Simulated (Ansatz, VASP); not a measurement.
Si3N4 in VASP and in Ansatz

```
Si N
1.0
     0.00000    3.94792    3.94792
     3.94792    0.00000    3.94792
     3.94792    3.94792    0.00000
Si N
6 8
Cartesian
  2.9609 2.9609 0.9870
  2.9609 0.9870 2.9609
  0.9870 2.9609 2.9609
  0.9870 0.9870 0.9870
  5.9219 5.9219 5.9219
  3.9479 3.9479 3.9479
  2.9007 2.9007 2.9007
  6.9691 4.8747 4.8747
  4.8747 4.8747 6.9691
  4.8747 6.9691 4.8747
  4.9951 4.9951 2.9007
  4.9951 2.9007 4.9951
  6.9691 6.9691 6.9691
  2.9007 4.9951 4.9951
```

Alike in both runs: task relaxation of the atoms; functional PBEsol; k mesh 6 × 6 × 6; occupations gaussian, width 0.02 eV; no spin polarisation.

|  | VASP | Ansatz |
| --- | --- | --- |
| version | VASP 6.6.1 | Ansatz 0.2.0 |
| potentials or method | VASP PAW PBE potentials, release 64 (Si, N), cutoff 520 eV | scalar-relativistic, plane waves, PAW |
| valence electrons in the cell | 64 | 64 |

Ansatz gave:

```
gap on the k mesh at the Fermi level, each at its own relaxed structure (eV) : 3.07
```

Task: Estimate VASP's values.

Result: gap on the k mesh at the Fermi level, each at its own relaxed structure (eV): 3.06.

VASP's potentials were made for PBE, not for PBEsol. Ansatz's warnings: stress scf threshold loose.
